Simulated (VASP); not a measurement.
# AlNi (P4mm) in VASP: further runs

Runs on AlNi. Level: PBEsol. Tasks: single point.

Everything below comes from runs of VASP 6.6.1. Logs are shortened: lines on timing, memory, paths and dates and some standing lists are left out, and cuts for length are marked.

### Step 1. The cell of the first run

Symmetry: P4mm, No. 99, tetragonal system. Conventional cell: a = 2.862 Å, b = 2.862 Å, c = 8.885 Å, α = 90.00°, β = 90.00°, γ = 90.00°. Al (site symmetry 4mm) has 8 Ni at 2.48 to 2.66 Å and 6 Al at 2.86 to 3.16 Å within 3.3 Å. Al (site symmetry 4mm) has 8 Ni at 2.48 Å and 6 Al at 2.86 Å within 3.3 Å. Al (site symmetry 4mm) has 8 Ni at 2.48 Å and 6 Al at 2.86 to 3.16 Å within 3.3 Å. Within 3.3 Å of Ni (site symmetry 4mm) lie 8 Al at 2.48 to 2.66 Å and 6 Ni at 2.86 to 3.16 Å. Within 3.3 Å of Ni (site symmetry 4mm) lie 8 Al at 2.48 Å and 6 Ni at 2.86 to 3.16 Å. Within 3.3 Å of Ni (site symmetry 4mm) lie 8 Al at 2.48 Å and 6 Ni at 2.86 Å.

### Step 2. Single point, PBEsol

Input file INCAR:

```
SYSTEM = AlNi
PREC = Accurate
ENCUT = 520
EDIFF = 1E-6
ISMEAR = 0
SIGMA = 0.15
LREAL = .FALSE.
LASPH = .TRUE.
NELM = 60
ALGO = Fast
ISIF = 2
LWAVE = .FALSE.
LCHARG = .FALSE.
GGA = PS
NBANDS = 28
```

Input file KPOINTS:

```
Automatic mesh
0
G
  15 15 5
  0 0 0
```

Input file POSCAR:

```
AlNi
1.0
    0.0000000000     -2.8618233747      0.0000000000
    0.0000000000      0.0000000000     -2.8618233747
    8.8854701242      0.0000000000      0.0000000000
Al Ni
3 3
Direct
    1.0000000000      0.0000000000      0.0805197512
    1.0000000000      0.0000000000      0.4025987560
    1.0000000000      0.0000000000      0.7246777608
    0.5000000000      0.5000000000      0.8857172632
    0.5000000000      0.5000000000      0.2415592536
    0.5000000000      0.5000000000      0.5636382584
```

Potentials or basis: VASP PAW PBE potentials, release 64 (Al, Ni).

Command:

```console
$ cat potpaw_PBE.64/Al/POTCAR potpaw_PBE.64/Ni/POTCAR > POTCAR
$ mpirun -np 1 vasp_std > vasp.out
```

OUTCAR:

```text
SYSTEM = AlNi
   PREC = Accurate
   ENCUT = 520
   EDIFF = 1E-6
   ISMEAR = 0
   LREAL = .FALSE.
   LASPH = .TRUE.
   NELM = 60
   ISIF = 2
   GGA = PS

 ion  position               nearest neighbor table
   1  0.000  0.000  0.081-   5 2.48   5 2.48   5 2.48   5 2.48   4 2.66   4 2.66   4 2.66   4 2.66
                             2 2.86   3 3.16
   2  0.000  0.000  0.403-   6 2.48   6 2.48   6 2.48   6 2.48   5 2.48   5 2.48   5 2.48   5 2.48
                             3 2.86   1 2.86
   3  0.000  0.000  0.725-   4 2.48   6 2.48   4 2.48   6 2.48   4 2.48   6 2.48   4 2.48   6 2.48
                             2 2.86   1 3.16
   4  0.500  0.500  0.886-   3 2.48   3 2.48   3 2.48   3 2.48   1 2.66   1 2.66   1 2.66   1 2.66
                             6 2.86
   5  0.500  0.500  0.242-   1 2.48   2 2.48   1 2.48   2 2.48   1 2.48   2 2.48   1 2.48   2 2.48
                             6 2.86
   6  0.500  0.500  0.564-   2 2.48   2 2.48   2 2.48   2 2.48   3 2.48   3 2.48   3 2.48   3 2.48
                             5 2.86   4 2.86

  LATTYP: Found a simple tetragonal cell.
 ALAT       =     2.8618233747
 C/A-ratio  =     3.1048282723

  Lattice vectors:

 A1 = (   0.0000000000,  -2.8618233747,   0.0000000000)
 A2 = (   0.0000000000,   0.0000000000,  -2.8618233747)
 A3 = (   8.8854701242,   0.0000000000,   0.0000000000)

Analysis of symmetry for initial positions (statically):
=====================================================================
 Subroutine PRICEL returns:
 Original cell was already a primitive cell.

 Routine SETGRP: Setting up the symmetry group for a
 simple tetragonal supercell.

 Subroutine GETGRP returns: Found  8 space group operations
 (whereof  8 operations were pure point group operations)
 out of a pool of 16 trial point group operations.

The static configuration has the point symmetry C_4v.

Analysis of symmetry for dynamics (positions and initial velocities):
=====================================================================
 Subroutine PRICEL returns:
 Original cell was already a primitive cell.

 Routine SETGRP: Setting up the symmetry group for a
 simple tetragonal supercell.

 Subroutine GETGRP returns: Found  8 space group operations
 (whereof  8 operations were pure point group operations)
 out of a pool of 16 trial point group operations.

The dynamic configuration has the point symmetry C_4v.

 Subroutine INISYM returns: Found  8 space group operations
 (whereof  8 operations are pure point group operations),
[... 107 lines left out ...]
   NSW    =      0    number of steps for IOM
   IBRION =     -1    ionic relax: 0-MD 1-quasi-New 2-CG
   NFREE  =      0    steps in history (QN), initial steepest desc. (CG)
   ISIF   =      2    stress and relaxation
   ISYM   =      2    0-nonsym 1-usesym 2-fastsym
   POTIM  = 0.5000    time-step for ionic-motion
   TEBEG  =    0.0;   TEEND  =   0.0 temperature during run
   PSTRESS=    0.0 pullay stress
   NELECT =      39.0000    total number of electrons
   NUPDOWN=      -1.0000    fix difference up-down
   EMIN   =  10.00;   EMAX   =-10.00  energy-range for DOS
   EFERMI =   0.00;   METHOD = LEGACY
   ISMEAR =     0;   SIGMA  =   0.15  broadening in eV -4-tet -1-fermi 0-gaus
   EFERMI_NEDOS =   21; number of points for ismear=-14 and -15
   IALGO  =     68    algorithm
   IMIX   =      4    mixing-type and parameters
     AMIX     =   0.40;   BMIX     =  1.00
     AMIX_MAG =   1.60;   BMIX_MAG =  1.00
  volume/ion in A,a.u.               =      12.13        81.85
  Fermi-wavevector in a.u.,A,eV,Ry     =   1.329763  2.512888 24.058780  1.768270
  Thomas-Fermi vector in A             =   2.458901
   LORBIT       =      0    0 simple, 1 ext, 2 COOP (PROOUT), +10 PAW based schemes
   GGA     = PS    functional components
   LHFCALC =     F    Hartree Fock is set to
   AEXX    =    0.0000 exact exchange contribution
   IVDW    =     0    specifies the selected vdW correction
   LEPSILON=     F    determine dielectric tensor
   LRPA    =     F    only Hartree local field effects (RPA)
 non-spin polarized calculation
 RMM-DIIS sequential band-by-band and
 Gauss-broadening in eV      SIGMA  =   0.15
  energy-cutoff  :      520.00
  volume of cell :       72.77
 maximum number of plane-waves:      1982
 NGX is ok and might be reduce to    24
   NGX = 11   NGY = 11   NGZ = 33

 number of electron      39.0000018 magnetization

 Free energy of the ion-electron system (eV)
  ---------------------------------------------------
  ext. energy  EPLUGINS =         0.00000000
  ---------------------------------------------------
  free energy    TOTEN  =       -34.58650025 eV

  energy without entropy =      -34.55715922  energy(sigma->0) =      -34.57182974

 E-fermi :   9.7165     XC(G=0): -12.0912

 val. band max:        9.7089328740   @ k =   0.3333   0.0000   0.4000
 cond. band min:       9.7186644298   @ k =   0.3333   0.3333   0.4000
 fundamental gap:      0.0097315557
 Fermi energy:         9.7165003497

 k-point     1 :       0.0000    0.0000    0.0000
  band No.  band energies     occupation
      1      -1.3713      2.00000
      2       0.4005      2.00000
      3       0.7657      2.00000
      4       5.0665      2.00000
      5       5.3226      2.00000
      6       6.4484      2.00000
[... 733 lines left out ...]
     27      16.0204      0.00000
     28      16.2757      0.00000

 [... further k-points ...]

------------------------ aborting loop because EDIFF is reached ----------------------------------------

  FORCE on cell =-STRESS in cart. coord.  units (eV):
  Direction    XX          YY          ZZ          XY          YZ          ZX
  --------------------------------------------------------------------------------------
  -------------------------------------------------------------------------------------
  Total       -2.4166549     -1.6221157     -1.6221157     -0.0000000      0.0000000      0.0000000
  in kB      -53.2058215    -35.7130015    -35.7130015     -0.0000000      0.0000000      0.0000000
  external PRESSURE =     -41.5439415 kB  Pullay stress =       0.0000000 kB

 VOLUME and BASIS-vectors are now :
 -----------------------------------------------------------------------------
  energy-cutoff  :      520.00
  volume of cell :       72.77
      direct lattice vectors                 reciprocal lattice vectors
     0.000000000 -2.861823375  0.000000000     0.000000000 -0.349427574  0.000000000
     0.000000000  0.000000000 -2.861823375     0.000000000  0.000000000 -0.349427574
     8.885470124  0.000000000  0.000000000     0.112543285  0.000000000  0.000000000

 POSITION                                       TOTAL-FORCE (eV/Angst)
 -----------------------------------------------------------------------------------
      0.71546      0.00000      0.00000        -1.050484      0.000000      0.000000
      3.57728      0.00000      0.00000        -0.012236      0.000000      0.000000
      6.43910      0.00000      0.00000         0.416075      0.000000      0.000000
      7.87001     -1.43091     -1.43091         0.667031     -0.000000      0.000000
      2.14637     -1.43091     -1.43091        -0.023448      0.000000     -0.000000
      5.00819     -1.43091     -1.43091         0.003062      0.000000      0.000000
 -----------------------------------------------------------------------------------
    total drift:                                0.000225     -0.000000      0.000000

  FREE ENERGIE OF THE ION-ELECTRON SYSTEM (eV)
  ---------------------------------------------------
  free  energy   TOTEN  =       -34.5865002487 eV

  energy  without entropy=      -34.5571592235  energy(sigma->0) =      -34.57182974
```

OSZICAR:

```text
N       E                     dE             d eps       ncg     rms          rms(c)
DAV:   1     0.218476251548E+03    0.21848E+03   -0.16413E+04  6048   0.157E+03
DAV:   2    -0.259673352711E+02   -0.24444E+03   -0.23392E+03  6048   0.317E+02
DAV:   3    -0.392157550560E+02   -0.13248E+02   -0.12857E+02  6864   0.941E+01
DAV:   4    -0.395088826505E+02   -0.29313E+00   -0.29203E+00  7256   0.128E+01
DAV:   5    -0.395178193488E+02   -0.89367E-02   -0.89355E-02  7220   0.213E+00    0.223E+01
RMM:   6    -0.471642686986E+02   -0.76464E+01   -0.10524E+02  6860   0.105E+02    0.343E+01
RMM:   7    -0.352243904921E+02    0.11940E+02   -0.26552E+01  6076   0.566E+01    0.582E+00
RMM:   8    -0.354746141018E+02   -0.25022E+00   -0.34960E+00  6295   0.140E+01    0.114E+01
RMM:   9    -0.346640470048E+02    0.81057E+00   -0.98293E-01  6384   0.106E+01    0.241E+00
RMM:  10    -0.346321672875E+02    0.31880E-01   -0.16256E-01  6704   0.280E+00    0.245E+00
RMM:  11    -0.345920078646E+02    0.40159E-01   -0.85711E-02  6668   0.298E+00    0.992E-01
RMM:  12    -0.345866775290E+02    0.53303E-02   -0.12756E-02  7041   0.116E+00    0.515E-01
RMM:  13    -0.345866758066E+02    0.17224E-05   -0.23943E-03  7294   0.308E-01    0.216E-01
RMM:  14    -0.345865137412E+02    0.16207E-03   -0.76296E-04  7248   0.258E-01    0.835E-02
RMM:  15    -0.345864910717E+02    0.22669E-04   -0.33648E-04  7816   0.122E-01    0.246E-02
RMM:  16    -0.345864994027E+02   -0.83310E-05   -0.92206E-05  8066   0.516E-02    0.183E-02
RMM:  17    -0.345865000365E+02   -0.63384E-06   -0.14458E-05  7150   0.244E-02    0.673E-03
RMM:  18    -0.345865002487E+02   -0.21217E-06   -0.21956E-06  4545   0.936E-03
   1 F= -.34586500E+02 E0= -.34571830E+02  d E =-.293410E-01
```

Wall time 1.9 min (1 thread of Intel Xeon 6975P-C (Granite Rapids), shared host); peak memory 0.32 GiB.

What came out:

```
Free energy            : -34.5865 eV
Pressure               : -4.2 GPa
Largest force          : 1.050 eV/Å
Band gap on the k mesh : zero (an odd number of electrons rules out a gap without spin polarisation)
```

Forces on the atoms (eV/Å):
```
Al  -1.050  0.000  0.000
Al  -0.012  0.000  0.000
Al   0.416  0.000  0.000
Ni   0.667  0.000  0.000
Ni  -0.023  0.000  0.000
Ni   0.003  0.000  0.000
```

Stress tensor (GPa, compression positive):
```
-5.32  0.00  0.00
 0.00 -3.57  0.00
 0.00  0.00 -3.57
```

Levels at points of the mesh, in eV from the Fermi level:
```tsv
k point	band 16	band 17	band 18	band 19	band 20	band 21	band 22	band 23
(0.00, 0.00, 0.00)	-1.50	-1.50	-1.21	-0.62	-0.18	4.75	5.79	5.79
```

Caveat: the cell stands under tension; the PAW data sets were made with another functional, which shifts forces and pressure a little. Spin polarisation is off, so any magnetic state and its effect on volume and gap are missing.

### Step 3. Single point, PBEsol

This run uses another cell than the first one, of 12.67 Å³/atom.

INCAR, as its differences from that of step 2:

```diff
@@ -8,3 +8,3 @@
 LASPH = .TRUE.
-NELM = 60
+NELM = 80
 ALGO = Fast
```

KPOINTS is that of step 2.

Input file POSCAR:

```
AlNi
1.0
    0.0000000000     -2.8618233747      0.0000000000
    0.0000000000      0.0000000000     -2.8618233747
    9.2854701242      0.0000000000      0.0000000000
Al Ni
3 3
Direct
    1.0000000000      0.0000000000      0.0770511169
    1.0000000000      0.0000000000      0.3852555843
    1.0000000000      0.0000000000      0.6934600518
    0.5000000000      0.5000000000      0.8475622855
    0.5000000000      0.5000000000      0.2311533506
    0.5000000000      0.5000000000      0.5393578181
```

Potentials or basis: VASP PAW PBE potentials, release 64 (Al, Ni).

Command:

```console
$ cat potpaw_PBE.64/Al/POTCAR potpaw_PBE.64/Ni/POTCAR > POTCAR
$ mpirun -np 1 vasp_std > vasp.out
```

Run time: 2.1 min. Hardware: 1 thread of Intel Xeon 6975P-C (Granite Rapids), shared host; peak memory 0.32 GiB.

The run converged. Its results:

```
Free energy            : -34.0502 eV
Pressure               : -6.6 GPa
Largest force          : 1.414 eV/Å
Band gap on the k mesh : zero (an odd number of electrons rules out a gap without spin polarisation)
```

Forces on the atoms (eV/Å):
```
Al  -1.414  0.000  0.000
Al   0.033  0.000  0.000
Al   0.647  0.000  0.000
Ni   0.851  0.000  0.000
Ni  -0.060  0.000  0.000
Ni  -0.058  0.000  0.000
```

Stress tensor (GPa, compression positive):
```
-8.68  0.00  0.00
 0.00 -5.60  0.00
 0.00  0.00 -5.60
```

Levels at points of the mesh, in eV from the Fermi level:
```csv
k point,band 17,band 18,band 19,band 20,band 21,band 22
"(0.00, 0.00, 0.00)",-1.29,-1.10,-0.91,-0.23,4.07,5.93
```

Caveat: the cell stands under tension; the PAW data sets were made with another functional, which shifts forces and pressure a little.
